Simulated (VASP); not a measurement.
Write the native input for VASP 6.6.1 that does the following.

```
Task                   : single point
Functional             : PBEsol
Potentials or basis    : VASP PAW PBE potentials, release 64 (Ca_sv)
Cutoff                 : 520 eV
k mesh                 : 12 × 12 × 8
Occupations            : gaussian, width 0.15 eV
Spin                   : no spin polarisation
Dipole correction      : no
Further INCAR settings : ALGO = Fast; EDIFF = 1e-06; NBANDS = 17
```

The structure of Ca lies in POSCAR:

```
Ca
1.0
    4.2983994823      0.0000000000      0.0000000000
   -2.1491997411      3.7225231472      0.0000000000
    0.0000000000      0.0000000000      6.5200000000
Ca
2
Direct
    0.3333333333      0.6666666667      0.2500000000
    0.6666666667      0.3333333333      0.7500000000
```

This isn't the form of Ca at room conditions, which is fcc.

This cell differs from its parent crystal: strain +0.080 along x and y, +0.000 along z.

These files were run (other wordings do the same):

INCAR

```
SYSTEM = Ca
  PREC = Accurate
  ENCUT = 520
  EDIFF = 1E-6
  ISMEAR = 0
  SIGMA = 0.15
  LREAL = .FALSE.
  LASPH = .TRUE.
  NELM = 60
  ALGO = Fast
  ISIF = 2
  LWAVE = .FALSE.
  LCHARG = .FALSE.
  GGA = PS
  NBANDS = 17
```

KPOINTS

```
regular mesh
0
G
  12 12 8
  0 0 0
```

Potentials or basis: VASP PAW PBE potentials, release 64 (Ca_sv).

Launch:

```sh
$ cat potpaw_PBE.64/Ca_sv/POTCAR > POTCAR
$ mpirun -np 1 vasp_std > vasp.out
```

Results of the run:

| Quantity | Value |
| --- | --- |
| Pressure | -2.8 GPa |
| Band gap on the k mesh | zero (bands 10 and 11 overlap by 0.48 eV) |

Caveat: the cell differs from its parent crystal (strain +0.080 along x and y, +0.000 along z); the PAW data sets were made with another functional, which shifts forces and pressure a little.

Run time: 2.2 min on 1 thread of Intel(R) Xeon(R) Platinum 8259CL CPU @ 2.50GHz (Skylake/Cascade Lake) (shared host), peak memory 0.3 GiB.
